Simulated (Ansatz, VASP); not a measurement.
## One calculation of Tl, two programs

```xyz
4
Lattice="3.7093 0.0000 0.0000 -1.8547 3.2124 0.0000 0.0000 0.0000 11.9050" Properties=species:S:1:pos:R:3 pbc="T T T"
Tl    1.8547    3.2124    0.0000
Tl    1.8547    3.2124    5.9525
Tl    0.0000    2.1416    2.9762
Tl    1.8547    1.0708    8.9287
```

Alike in both runs: task single point; functional revPBE; k mesh 11 × 11 × 3; occupations fermi-dirac, width 0.1 eV; no spin polarisation.

```csv
,VASP,Ansatz
version,VASP 6.6.1,Ansatz 0.2.0
potentials or method,"VASP PAW PBE potentials, release 64 (Tl_d), cutoff 520 eV","plane waves (420 eV) with PAW, scalar-relativistic"
valence electrons in the cell,52,52
```

Ansatz gave:

```
pressure (GPa)                                                : -1.3
traceless stress, the component that is largest in VASP (GPa) : -0.13
```

**Question.** What did VASP give for the same quantities?

**Answer.** Pressure (GPa): -1.4; traceless stress, the component that is largest in VASP (GPa): -0.13.

VASP's potentials were made for PBE, not for revPBE. The functional is the same, so the differences come from potentials, cutoffs and numerics.

Spin-orbit coupling is off throughout.
